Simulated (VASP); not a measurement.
SnO2, 6 atoms in the cell. The structure is tetragonal, space group P4_2/mnm (No. 136). The conventional cell has a = 4.738 Å, b = 4.738 Å, c = 3.187 Å, α = 90.00°, β = 90.00°, γ = 90.00°. Within 2.7 Å of Sn (site symmetry mmm) lie 6 O at 2.05 to 2.06 Å. O (site symmetry m2m) has 3 Sn at 2.05 to 2.06 Å and 1 O at 2.59 Å within 2.7 Å. 

```yaml
Program: VASP 6.6.1
Task: relaxation of cell and atoms
Functional: PBEsol
Potentials_or_basis: VASP PAW PBE potentials, release 64 (Sn_d, O)
Cutoff: 600 eV
k_mesh: 6 × 6 × 8
Occupations: fermi-dirac, width 0.05 eV
Spin: no spin polarisation
Target_pressure: 2 GPa
Dipole_correction: no
Further_INCAR_settings: ALGO = Normal; EDIFF = 1e-06; IBRION = 2; EDIFFG = -0.01; NSW = 60; ISIF = 3
```

Potentials or basis: VASP PAW PBE potentials, release 64 (Sn_d, O).

Run with:

```console
$ cat potpaw_PBE.64/Sn_d/POTCAR potpaw_PBE.64/O/POTCAR > POTCAR
$ mpirun -np 1 vasp_std > vasp.out
```

Hardware: 1 thread of Intel Xeon 8259CL, with other jobs on the host.

Problem. Estimate the wall time of this run.

Solution. It took 11 min on 1 thread of Intel Xeon 8259CL (shared host), peak memory 0.28 GiB. Counts: scf iterations 42, k points 50, ion steps 5.
